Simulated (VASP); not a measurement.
Runs of VASP 6.6.1 on Al. The structure is that of space group Fm-3m (No. 225), or close to it. The cells are those of the table. 

| cell | gap on the mesh (eV) | pressure (GPa) |
| --- | --- | --- |
| a = 2.929 Å, angles 60.0°, 1 atom | none | -7.9 |
| a = 2.815 Å, angles 60.0°, 1 atom | none | 0.7 |
| a = 2.873 Å, angles 60.0°, 1 atom | none | (b) |
| a = 2.844 Å, angles 60.0°, 1 atom | none | (a) |
| a = 2.901 Å, angles 60.0°, 1 atom | none | -6.2 |

Alike in all rows: task single point; level r2SCAN; potentials or basis VASP PAW PBE potentials, release 64 (Al); no spin polarisation; k mesh 12 × 12 × 12; cutoff (eV) 520; smearing fermi-dirac 0.05 eV.

Q: Fill in the values left out.

A: (a) -2.0; (b) -4.3.

Caveats: the PAW data sets were made with another functional, which shifts forces and pressure a little.

A gap of «none» marks levels without a gap at the run's occupations.
